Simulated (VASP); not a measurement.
Input of a VASP 6.6.1 run:

File INCAR:

```
SYSTEM = CdS
PREC     = Accurate       ! precision mode
ENCUT    = 520            ! plane-wave cutoff, eV
EDIFF    = 1E-7           ! SCF threshold, eV
ISMEAR   = 0              ! smearing method
SIGMA    = 0.023          ! smearing width, eV
LREAL    = .FALSE.        ! projectors in reciprocal space
LASPH    = .TRUE.         ! aspherical terms in the spheres
NELM     = 80             ! most SCF steps
ALGO     = Normal         ! electronic algorithm
ISIF     = 2              ! what is computed and relaxed
LWAVE    = .FALSE.        ! write WAVECAR
LCHARG   = .TRUE.         ! write CHGCAR
GGA      = PE             ! functional
LELF     = .TRUE.         ! ELF
LVHAR    = .TRUE.       
NBANDS   = 16             ! bands
```

File KPOINTS:

```
regular mesh
0
G
  8 8 8
  0 0 0
```

File POSCAR:

```
CdS
1.0
    0.0000000000      2.7532440000      2.7532440000
    2.7532440000      0.0000000000      2.7532440000
    2.7532440000      2.7532440000      0.0000000000
Cd S
1 1
Direct
    0.0000000000      0.0000000000      0.0000000000
    0.5000000000      0.5000000000      0.5000000000
```

Potentials or basis: VASP PAW PBE potentials, release 64 (Cd, S).

Launch:

```bash
$ cat potpaw_PBE.64/Cd/POTCAR potpaw_PBE.64/S/POTCAR > POTCAR
$ mpirun -np 1 vasp_std > vasp.out
```

Q: Estimate the pressure.

A: -0.1 GPa.

Q: Predict the band gap on the k mesh.

A: 0.25 eV, indirect (least direct gap 1.53 eV).

A k mesh can miss the band edges.
